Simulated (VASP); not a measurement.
Bi2O (antifluorite type): single point with PBE

Crystal: Bi2O (antifluorite type).

```
CELL_PARAMETERS angstrom
0.00000 3.32353 3.32353
3.32353 0.00000 3.32353
3.32353 3.32353 0.00000
ATOMIC_POSITIONS crystal
Bi 0.25000 0.25000 0.25000
Bi 0.75000 0.75000 0.75000
O 0.00000 0.00000 0.00000
```

```yaml
Program: VASP 6.6.1
Task: single point
Functional: PBE
Potentials_or_basis: VASP PAW PBE potentials, release 64 (Bi_d, O)
Cutoff: 520 eV
k_mesh: 29 × 29 × 29
Occupations: fermi-dirac, width 0.0612256 eV
Spin: no spin polarisation
```

```
Pressure               : -3.6 GPa
Band gap on the k mesh : zero (bands 18 and 19 overlap by 1.76 eV)
```

Levels at points of the mesh, in eV from the Fermi level:
```tsv
k point	band 15	band 16	band 17	band 18	band 19	band 20	band 21	band 22
(0.00, 0.00, 0.00)	-2.71	-2.71	-1.39	-1.39	-1.39	3.37	3.37	3.37
```

It took 33 min on 1 thread of Oxide Virtual Turin-like Processor, on a shared host, peak memory 0.98 GiB.

Caveat: the cell stands under tension; spin-orbit coupling is left out, which moves the levels of the heavy elements.
